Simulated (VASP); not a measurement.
HfO3 (ReO3 type), 4 atoms in the cell. It takes space group Pm-3m (No. 221, cubic). Conventional cell: a = 4.053 Å, b = 4.053 Å, c = 4.053 Å, α = 90.00°, β = 90.00°, γ = 90.00°. Within 2.7 Å of Hf (site symmetry m-3m) lie 6 O at 2.03 Å. O (site symmetry 4/mmm) has 2 Hf at 2.03 Å within 2.7 Å. 

* Program: VASP 6.6.1
* Task: single point
* Functional: PBE
* Potentials or basis: VASP PAW PBE potentials, release 64 (Hf_pv, O)
* Cutoff: 520 eV
* k mesh: 26 × 26 × 26
* Occupations: fermi-dirac, width 0.0612256 eV
* Spin: no spin polarisation
* Dipole correction: no
* Further INCAR settings: ALGO = Normal; EDIFF = 1e-06; NBANDS = 22

Potentials or basis: VASP PAW PBE potentials, release 64 (Hf_pv, O).

Launch:

```bash
$ cat potpaw_PBE.64/Hf_pv/POTCAR potpaw_PBE.64/O/POTCAR > POTCAR
$ mpirun -np 1 vasp_std > vasp.out
```

Hardware: 1 thread of Intel(R) Xeon(R) Platinum 8488C (Sapphire Rapids) (shared host).

**Question.** How long does it take, and how much memory?

**Answer.** Run time: 6.3 min on 1 thread of Intel(R) Xeon(R) Platinum 8488C (Sapphire Rapids), with other jobs on the host, peak memory 0.74 GiB. Counts: scf iterations 13, k points 560.
